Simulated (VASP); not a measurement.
## LiB2: single point with PBE

The system is LiB2.

```
Li B
1.0
     2.84062    0.00000    0.00000
    -1.42031    2.46005    0.00000
     0.00000    0.00000    4.47791
Li B
1 2
Cartesian
  0.0000 0.0000 0.0000
  1.4203 0.8200 3.2463
  1.4203 0.8200 1.2316
```

- Program: VASP 6.6.1
- Task: single point
- Functional: PBE
- Potentials or basis: VASP PAW PBE potentials, release 64 (Li_sv, B)
- Cutoff: 520 eV
- k mesh: 6 × 6 × 4
- Occupations: gaussian, width 0.1 eV
- Spin: no spin polarisation
- Dipole correction: no
- Further INCAR settings: ALGO = Normal; EDIFF = 1e-06; NBANDS = 12

- Largest force: 3.291 eV/Å

Forces on the atoms (eV/Å):
```
Li   0.000  0.000  0.000
B    0.000  0.000 -3.291
B    0.000  0.000  3.291
```

Levels at points of the mesh, in eV from the Fermi level:
```
           k point  band 1  band 2  band 3  band 4  band 5  band 6  band 7  band 8  band 9  band 10
(0.00, 0.00, 0.00)  -44.26   -9.68   -4.71   -3.36    4.76    4.76    7.69    7.69   10.17    14.15
(0.50, 0.00, 0.00)  -44.22   -6.31   -3.51   -1.69   -0.34    0.24    2.43    6.04    7.64    11.53
(0.00, 0.00, 0.50)  -44.26   -8.86   -7.63    1.28    5.00    5.76    5.76    6.19    6.19    15.10
(0.50, 0.00, 0.50)  -44.22   -5.14   -4.86   -2.76   -1.33    3.79    3.81    3.85    7.62    11.21
```

Run time: 12 s on 1 thread of AMD EPYC 7R43 64-Core Processor (Zen 3), on a shared host, peak memory 0.11 GiB.

Caveat: the k points lie up to 0.43 Å⁻¹ apart; forces of over 1 eV/Å act on the atoms, so gaps and moduli don't describe the material at rest.
